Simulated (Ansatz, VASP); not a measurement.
# Ba2Tl5V3O12 in VASP and in Ansatz

```
Ba V Tl O
1.0
     8.15421    0.00000    0.00000
    -4.07711    7.06176    0.00000
     0.00000    0.00000    6.92128
Ba V Tl O
2 3 5 12
Direct
  0.00000 0.00000 0.23552
  0.00000 0.00000 0.76448
  0.50000 0.00000 0.00000
  0.00000 0.50000 0.00000
  0.50000 0.50000 0.00000
  0.50000 0.00000 0.50000
  0.00000 0.50000 0.50000
  0.50000 0.50000 0.50000
  0.33333 0.66667 0.22489
  0.66667 0.33333 0.77511
  0.33890 0.34334 0.81444
  0.65666 0.99556 0.81444
  0.00444 0.66110 0.81444
  0.34334 0.33890 0.18556
  0.99556 0.65666 0.18556
  0.66110 0.00444 0.18556
  0.66110 0.65666 0.18556
  0.34334 0.00444 0.18556
  0.99556 0.33890 0.18556
  0.65666 0.66110 0.81444
  0.00444 0.34334 0.81444
  0.33890 0.99556 0.81444
```

Alike in both runs: functional PBE; k mesh 6 × 6 × 6; occupations gaussian, width 0.1 eV; no spin polarisation.

Ansatz relaxed the structure, and its values are those at the end. VASP's run is a single point on that final structure, the one shown.

|  | VASP | Ansatz |
| --- | --- | --- |
| version | VASP 6.6.1 | Ansatz 0.2.0 |
| potentials or method | VASP PAW PBE potentials, release 64 (Ba_sv, V_sv, Tl_d, O), cutoff 600 eV | scalar-relativistic, plane waves, PAW |
| valence electrons in the cell | 196 | 196 |

```csv
,VASP,Ansatz,Ansatz less VASP
gap on the k mesh at the Fermi level (eV),none,none,-
pressure (GPa),0.5,0.0,-0.48
rms of the force components (eV/Å),0.031,0.001,-0.0303
```

A gap of «none» marks a metal or a gap that the smearing closes.

Spin-orbit coupling is off throughout.
